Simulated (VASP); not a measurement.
# Rh (I4/mmm) in VASP: further runs

Runs on Rh. Level: r2SCAN. Tasks: single point.

Program: VASP 6.6.1. These are calculated values, not measurements. Logs are shortened: lines on timing, memory, paths and dates and some standing lists are left out, and cuts for length are marked.

## 1. The cell of the first run

The structure is tetragonal, space group I4/mmm (No. 139). The conventional cell has a = 2.689 Å, b = 2.689 Å, c = 3.870 Å, α = 90.00°, β = 90.00°, γ = 90.00°. Rh (site symmetry 4/mmm) has 12 Rh at 2.69 to 2.71 Å within 3.5 Å.

## 2. Single point, r2SCAN (strain +0.0175 x Voigt [0, 0, 1, 0, 0, 0])

Contents of POSCAR:

```
Rh
1.0
    0.0000000000      1.9015500000      1.9348271250
    1.9015500000      0.0000000000      1.9348271250
    1.9015500000      1.9015500000      0.0000000000
Rh
1
Direct
    0.0000000000      0.0000000000      0.0000000000
```

Contents of INCAR.step1:

```
ALGO     = Normal         # electronic algorithm
EDIFF    = 1E-4           # SCF threshold, eV
ENCUT    = 520            # plane-wave cutoff, eV
GGA      = PE             # functional
ISMEAR   = 0              # smearing method
LASPH    = True           # aspherical terms in the spheres
LCHARG   = False          # write CHGCAR
LREAL    = False          # projectors in reciprocal space
LWAVE    = True           # write WAVECAR
NBANDS   = 14             # bands
NELM     = 60             # most SCF steps
PREC     = Accurate       # precision mode
SIGMA    = 0.15           # smearing width, eV
```

Contents of INCAR.step2:

```
ALGO     = Normal         # electronic algorithm
EDIFF    = 1E-6           # SCF threshold, eV
ENCUT    = 520            # plane-wave cutoff, eV
ISIF     = 2              # what is computed and relaxed
ISMEAR   = 0              # smearing method
ISTART   = 1            
LASPH    = True           # aspherical terms in the spheres
LCHARG   = True           # write CHGCAR
LELF     = True           # ELF
LMIXTAU  = True         
LREAL    = False          # projectors in reciprocal space
LVHAR    = True         
LWAVE    = False          # write WAVECAR
METAGGA  = R2SCAN         # meta-GGA
NBANDS   = 14             # bands
NELM     = 60             # most SCF steps
PREC     = Accurate       # precision mode
SIGMA    = 0.15           # smearing width, eV
```

Contents of KPOINTS:

```
k-points
0
Gamma
  22 22 22
```

Potentials or basis: VASP PAW PBE potentials, release 64 (Rh_pv).

Run with:

```sh
cat potpaw_PBE.64/Rh_pv/POTCAR > POTCAR
cp INCAR.step1 INCAR
mpirun -np 1 vasp_std > vasp.out
cp INCAR.step2 INCAR
mpirun -np 1 vasp_std > vasp.out
```

OUTCAR:

```text
EDIFF = 1E-6
   ENCUT = 520
   ISIF = 2
   ISMEAR = 0
   ISTART = 1
   LASPH = True
   LREAL = False
   METAGGA = R2SCAN
   NELM = 60
   PREC = Accurate

 ion  position               nearest neighbor table
   1  0.000  0.000  0.000-

  LATTYP: Found a body centered tetragonal cell.
 ALAT       =     2.6891977995
 C/A-ratio  =     1.4389622997

  Lattice vectors:

 A1 = (  -1.9015500000,   0.0000000000,   1.9348271250)
 A2 = (   1.9015500000,   0.0000000000,   1.9348271250)
 A3 = (   0.0000000000,   1.9015500000,  -1.9348271250)

Analysis of symmetry for initial positions (statically):
=====================================================================
 Subroutine PRICEL returns:
 Original cell was already a primitive cell.

 Routine SETGRP: Setting up the symmetry group for a
 body centered tetragonal supercell.

 Subroutine GETGRP returns: Found 16 space group operations
 (whereof 16 operations were pure point group operations)
 out of a pool of 16 trial point group operations.

The static configuration has the point symmetry D_4h.

Analysis of symmetry for dynamics (positions and initial velocities):
=====================================================================
 Subroutine PRICEL returns:
 Original cell was already a primitive cell.

 Routine SETGRP: Setting up the symmetry group for a
 body centered tetragonal supercell.

 Subroutine GETGRP returns: Found 16 space group operations
 (whereof 16 operations were pure point group operations)
 out of a pool of 16 trial point group operations.

The dynamic configuration has the point symmetry D_4h.

 Subroutine INISYM returns: Found 16 space group operations
 (whereof 16 operations are pure point group operations),
 and found     1 'primitive' translations

----------------------------------------------------------------------------------------

                                     Primitive cell

  volume of cell :      13.9923

  direct lattice vectors                    reciprocal lattice vectors
     0.000000000  1.901550000  1.934827125    -0.262943388  0.262943388  0.258421020
     1.901550000  0.000000000  1.934827125     0.262943388 -0.262943388  0.258421020
     1.901550000  1.901550000  0.000000000     0.262943388  0.262943388 -0.258421020

  length of vectors
     2.712830331  2.712830331  2.689197800     0.452835373  0.452835373  0.452835373

  position of ions in fractional coordinates (direct lattice)
     0.000000000  0.000000000  0.000000000

  ion indices of the primitive-cell ions
   primitive index   ion index
                 1           1

----------------------------------------------------------------------------------------

 KPOINTS: k-points

Automatic generation of k-mesh.
 Grid dimensions read from file:
 generate k-points for:   22   22   22

 Generating k-lattice:

  Cartesian coordinates                     Fractional coordinates (reciprocal lattice)
    -0.011951972  0.011951972  0.011746410     0.045454545 -0.000000000  0.000000000
     0.011951972 -0.011951972  0.011746410    -0.000000000  0.045454545  0.000000000
     0.011951972  0.011951972 -0.011746410     0.000000000  0.000000000  0.045454545

  Length of vectors
     0.020583426  0.020583426  0.020583426

  Shift w.r.t. Gamma in fractional coordinates (k-lattice)
     0.000000000  0.000000000  0.000000000

 Subroutine IBZKPT returns following result:
 ===========================================

 Found    834 irreducible k-points:

 Following reciprocal coordinates:
            Coordinates               Weight
  0.000000  0.000000  0.000000      1.000000
  0.045455 -0.000000  0.000000      8.000000
  0.090909 -0.000000  0.000000      8.000000
  0.136364  0.000000  0.000000      8.000000
  0.181818  0.000000  0.000000      8.000000
  0.227273  0.000000  0.000000      8.000000
[... 16 lines left out ...]
  0.500000  0.045455  0.000000      8.000000
 -0.454545  0.045455  0.000000      8.000000
 [... further k-points ...]
   k-points           NKPTS =    834   k-points in BZ     NKDIM =    834   number of bands    NBANDS=     14
   number of dos      NEDOS =    301   number of ions     NIONS =      1
   total plane-waves  NPLWV =   8000
   dimension x,y,z NGX =    20 NGY =   20 NGZ =   20
   dimension x,y,z NGXF=    40 NGYF=   40 NGZF=   40
   ions per type =               1
   NGX,Y,Z   is equivalent  to a cutoff of  12.26, 12.26, 12.36 a.u.
   NGXF,Y,Z  is equivalent  to a cutoff of  24.51, 24.51, 24.73 a.u.
 SYSTEM =  unknown system
   PREC   = accura    normal or accurate (medium, high low for compatibility)
   ISTART =      1    job   : 0-new  1-cont  2-samecut
   ICHARG =      0    charge: 1-file 2-atom 10-const
   ISPIN  =      1    spin polarized calculation?
   LNONCOLLINEAR =      F non collinear calculations
   LSORBIT =      F    spin-orbit coupling
   LASPH  =      T    aspherical Exc in radial PAW
   ENCUT  =  520.0 eV  38.22 Ry    6.18 a.u.   5.04  5.04  5.00*2*pi/ulx,y,z
   NELM   =     60;   NELMIN=  2; NELMDL=  0     # of ELM steps
   EDIFF  = 0.1E-05   stopping-criterion for ELM
   LREAL  =      F    real-space projection
   EDIFFG = 0.1E-04   stopping-criterion for IOM
   NSW    =      0    number of steps for IOM
   IBRION =     -1    ionic relax: 0-MD 1-quasi-New 2-CG
   NFREE  =      0    steps in history (QN), initial steepest desc. (CG)
   ISIF   =      2    stress and relaxation
   ISYM   =      2    0-nonsym 1-usesym 2-fastsym
   POTIM  = 0.5000    time-step for ionic-motion
   TEBEG  =    0.0;   TEEND  =   0.0 temperature during run
   PSTRESS=    0.0 pullay stress
   NELECT =      15.0000    total number of electrons
   NUPDOWN=      -1.0000    fix difference up-down
   EMIN   =  10.00;   EMAX   =-10.00  energy-range for DOS
   EFERMI =   0.00;   METHOD = LEGACY
   ISMEAR =     0;   SIGMA  =   0.15  broadening in eV -4-tet -1-fermi 0-gaus
   EFERMI_NEDOS =   21; number of points for ismear=-14 and -15
   IALGO  =     38    algorithm
   IMIX   =      4    mixing-type and parameters
     AMIX     =   0.40;   BMIX     =  1.00
     AMIX_MAG =   1.60;   BMIX_MAG =  1.00
  volume/ion in A,a.u.               =      13.99        94.42
  Fermi-wavevector in a.u.,A,eV,Ry     =   1.675493  3.166223 38.195333  2.807278
  Thomas-Fermi vector in A             =   2.760103
   LORBIT       =      0    0 simple, 1 ext, 2 COOP (PROOUT), +10 PAW based schemes
   METAGGA = R2SCAN    functional components
   LHFCALC =     F    Hartree Fock is set to
   AEXX    =    0.0000 exact exchange contribution
   IVDW    =     0    specifies the selected vdW correction
   LEPSILON=     F    determine dielectric tensor
   LRPA    =     F    only Hartree local field effects (RPA)
 non-spin polarized calculation
 Gauss-broadening in eV      SIGMA  =   0.15
  energy-cutoff  :      520.00
  volume of cell :       13.99
 maximum number of plane-waves:       388
   NGX =  9   NGY =  9   NGZ =  9

 number of electron      15.0000003 magnetization

 Free energy of the ion-electron system (eV)
  ---------------------------------------------------
  ext. energy  EPLUGINS =         0.00000000
  ---------------------------------------------------
  free energy    TOTEN  =       -24.13994434 eV

  energy without entropy =      -24.12501827  energy(sigma->0) =      -24.13248131

 E-fermi :  11.4068     XC(G=0): -15.0741

 val. band max:       11.4062306030   @ k =   0.4545   0.0909   0.3182
 cond. band min:      11.4078305910   @ k =   0.3182   0.1818   0.0455
 fundamental gap:      0.0015999880
 Fermi energy:        11.4067973785

 k-point     1 :       0.0000    0.0000    0.0000
  band No.  band energies     occupation
      1     -36.3489      2.00000
      2     -36.3387      2.00000
      3     -36.3387      2.00000
      4       3.3669      2.00000
      5       8.2019      2.00000
      6       8.3937      2.00000
      7       8.3937      2.00000
      8      10.2525      2.00000
      9      10.4810      2.00000
     10      28.1457      0.00000
     11      28.8241      0.00000
     12      33.4335      0.00000
     13      33.9695      0.00000
     14      33.9695      0.00000

 k-point     2 :       0.0455   -0.0000    0.0000
  band No.  band energies     occupation
      1     -36.3594      2.00000
      2     -36.3460      2.00000
      3     -36.3406      2.00000
      4       3.4531      2.00000
      5       8.2075      2.00000
      6       8.3834      2.00000
      7       8.4272      2.00000
      8      10.2359      2.00000
      9      10.4603      2.00000
     10      28.2674      0.00000
     11      28.8239      0.00000
     12      33.1952      0.00000
     13      33.8283      0.00000
     14      34.0918      0.00000

 k-point     3 :       0.0909   -0.0000    0.0000
  band No.  band energies     occupation
      1     -36.4031      2.00000
      2     -36.3542      2.00000
      3     -36.3462      2.00000
      4       3.7043      2.00000
      5       8.1616      2.00000
      6       8.4186      2.00000
      7       8.5197      2.00000
      8      10.1975      2.00000
      9      10.4083      2.00000
     10      28.6048      0.00000
     11      28.8236      0.00000
     12      32.1422      0.00000
     13      34.1022      0.00000
     14      34.4500      0.00000

 k-point     4 :       0.1364    0.0000    0.0000
  band No.  band energies     occupation
      1     -36.4738      2.00000
      2     -36.3649      2.00000
      3     -36.3549      2.00000
      4       4.0953      2.00000
      5       8.0531      2.00000
      6       8.5187      2.00000
      7       8.6445      2.00000
      8      10.1727      2.00000
      9      10.3572      2.00000
     10      28.8232      0.00000
     11      29.0615      0.00000
     12      30.8198      0.00000
     13      34.6555      0.00000
     14      35.0176      0.00000

 k-point     5 :       0.1818    0.0000    0.0000
  band No.  band energies     occupation
      1     -36.5641      2.00000
      2     -36.3784      2.00000
      3     -36.3661      2.00000
      4       4.5705      2.00000
      5       7.9799      2.00000
      6       8.6039      2.00000
      7       8.7519      2.00000
      8      10.2201      2.00000
      9      10.3620      2.00000
     10      28.8222      0.00000
     11      29.1777      0.00000
[... 276 lines left out ...]
 k-point    22 :       0.4545    0.0455    0.0000
  band No.  band energies     occupation
      1     -37.0516      2.00000
      2     -36.4601      2.00000
      3     -36.4349      2.00000
      4       5.3268      2.00000
      5       8.0978      2.00000
      6       8.4215      2.00000
      7      10.9669      1.99997
      8      11.8950      0.00000
      9      12.6377      0.00000
     10      21.0571      0.00000
     11      27.9457      0.00000
     12      28.8235      0.00000
     13      33.6432      0.00000
     14      33.6862      0.00000

 k-point    23 :       0.5000    0.0455    0.0000
  band No.  band energies     occupation
      1     -37.0760      2.00000
      2     -36.4665      2.00000
      3     -36.4354      2.00000
      4       5.2924      2.00000
      5       8.0687      2.00000
      6       8.3742      2.00000
      7      11.2704      1.80170
      8      11.9418      0.00000
      9      13.0845      0.00000
     10      20.3535      0.00000
     11      27.7868      0.00000
     12      28.8234      0.00000
     13      33.1904      0.00000
     14      33.5602      0.00000

 k-point    24 :      -0.4545    0.0455    0.0000
  band No.  band energies     occupation
      1     -37.0720      2.00000
      2     -36.4684      2.00000
      3     -36.4320      2.00000
      4       5.2996      2.00000
      5       8.0876      2.00000
      6       8.3721      2.00000
      7      11.2470      1.86808
      8      11.8495      0.00003
      9      13.0448      0.00000
     10      20.4905      0.00000
     11      27.8130      0.00000
     12      28.8235      0.00000
     13      33.0521      0.00000
     14      33.8314      0.00000

 [... further k-points ...]

------------------------ aborting loop because EDIFF is reached ----------------------------------------

  FORCE on cell =-STRESS in cart. coord.  units (eV):
  Direction    XX          YY          ZZ          XY          YZ          ZX
  --------------------------------------------------------------------------------------
  -------------------------------------------------------------------------------------
  Total       -0.2387067     -0.2387067     -0.5958701      0.0000000     -0.0000000      0.0000000
  in kB      -27.3330162    -27.3330162    -68.2298638      0.0000000     -0.0000000      0.0000000
  external PRESSURE =     -40.9652988 kB  Pullay stress =       0.0000000 kB

 VOLUME and BASIS-vectors are now :
 -----------------------------------------------------------------------------
  energy-cutoff  :      520.00
  volume of cell :       13.99
      direct lattice vectors                 reciprocal lattice vectors
     0.000000000  1.901550000  1.934827125    -0.262943388  0.262943388  0.258421020
     1.901550000  0.000000000  1.934827125     0.262943388 -0.262943388  0.258421020
     1.901550000  1.901550000  0.000000000     0.262943388  0.262943388 -0.258421020

 POSITION                                       TOTAL-FORCE (eV/Angst)
 -----------------------------------------------------------------------------------
      0.00000      0.00000      0.00000        -0.000000      0.000000      0.000000
 -----------------------------------------------------------------------------------
    total drift:                                0.000000     -0.000000      0.000000

  FREE ENERGIE OF THE ION-ELECTRON SYSTEM (eV)
  ---------------------------------------------------
  free  energy   TOTEN  =       -24.1399443382 eV

  energy  without entropy=      -24.1250182749  energy(sigma->0) =      -24.13248131
```

It took 12 min on 1 thread of Intel Xeon 8259CL, shared host; peak memory 0.26 GiB.

Results:

| Item | Value |
| --- | --- |
| Free energy | -24.1399 eV |
| Pressure | -4.1 GPa |
| Band gap on the k mesh | zero (an odd number of electrons rules out a gap without spin polarisation) |

Levels at points of the mesh, in eV from the Fermi level:
```csv
k point,band 5,band 6,band 7,band 8,band 9,band 10
"(0.00, 0.00, 0.00)",-3.20,-3.01,-3.01,-1.15,-0.93,16.74
"(0.50, 0.00, 0.00)",-3.28,-3.09,0.53,0.62,0.93,8.91
"(0.50, 0.50, 0.00)",-6.00,0.51,1.01,1.01,3.21,12.32
"(0.50, 0.00, 0.50)",-6.01,0.49,0.94,1.11,3.59,12.82
```

Caveat: the cell differs from its parent crystal (strain +0.0175 x Voigt [0, 0, 1, 0, 0, 0]); the cell stands under tension; an empty level that is flat over the whole mesh can mark a ghost state of the potentials, or a narrow d or f band; the PAW data sets were made with another functional, which shifts forces and pressure a little.

## 3. Single point, r2SCAN (strain +0.0200 x Voigt [0, 0, 1, 0, 0, 0])

Contents of POSCAR:

```
Rh
1.0
    0.0000000000      1.9015500000      1.9395810000
    1.9015500000      0.0000000000      1.9395810000
    1.9015500000      1.9015500000      0.0000000000
Rh
1
Direct
    0.0000000000      0.0000000000      0.0000000000
```

Contents of INCAR.step1:

```
PREC = Accurate
ENCUT = 520
ISMEAR = 0
SIGMA = 0.15
LREAL = F
LASPH = T
NELM = 60
NBANDS = 14
GGA = PE
ALGO = Normal
EDIFF = 1E-4
LWAVE = T
LCHARG = F
```

Contents of INCAR.step2:

```
PREC = Accurate
ENCUT = 520
EDIFF = 1E-6
ISMEAR = 0
SIGMA = 0.15
LREAL = F
LASPH = T
NELM = 60
ALGO = Normal
ISIF = 2
LWAVE = F
LCHARG = T
METAGGA = R2SCAN
LMIXTAU = T
LELF = T
LVHAR = T
NBANDS = 14
ISTART = 1
```

Contents of KPOINTS:

```
Automatic mesh
0
Gamma
  22 22 22
```

Potentials or basis: VASP PAW PBE potentials, release 64 (Rh_pv).

Run with:

```sh
cat potpaw_PBE.64/Rh_pv/POTCAR > POTCAR
cp INCAR.step1 INCAR
mpirun -np 1 vasp_std > vasp.out
cp INCAR.step2 INCAR
mpirun -np 1 vasp_std > vasp.out
```

It took 10 min on 1 thread of Intel Xeon 8259CL, shared host; peak memory 0.26 GiB.

It converged, with:

```yaml
Free_energy: -24.1384 eV
Pressure: -4.7 GPa
Band_gap_on_the_k_mesh: zero (an odd number of electrons rules out a gap without spin polarisation)
```

Stress tensor (GPa, compression positive):
```
-3.17  0.00  0.00
 0.00 -3.17  0.00
 0.00  0.00 -7.81
```

Levels at points of the mesh, in eV from the Fermi level:
```
           k point  band 4  band 5  band 6  band 7  band 8  band 9  band 10  band 11
(0.00, 0.00, 0.00)   -8.02   -3.21   -2.99   -2.99   -1.17   -0.91    16.74    17.42
(0.50, 0.00, 0.00)   -6.16   -3.28   -3.06    0.52    0.63    0.93     8.88    16.28
(0.50, 0.50, 0.00)   -6.34   -5.97    0.51    1.00    1.00    3.17    12.25    14.14
(0.50, 0.00, 0.50)   -6.35   -5.98    0.49    0.93    1.12    3.61    12.81    13.66
```

Caveat: the cell differs from its parent crystal (strain +0.0200 x Voigt [0, 0, 1, 0, 0, 0]); the cell stands under tension; an empty level that is flat over the whole mesh can mark a ghost state of the potentials, or a narrow d or f band; the PAW data sets were made with another functional, which shifts forces and pressure a little.
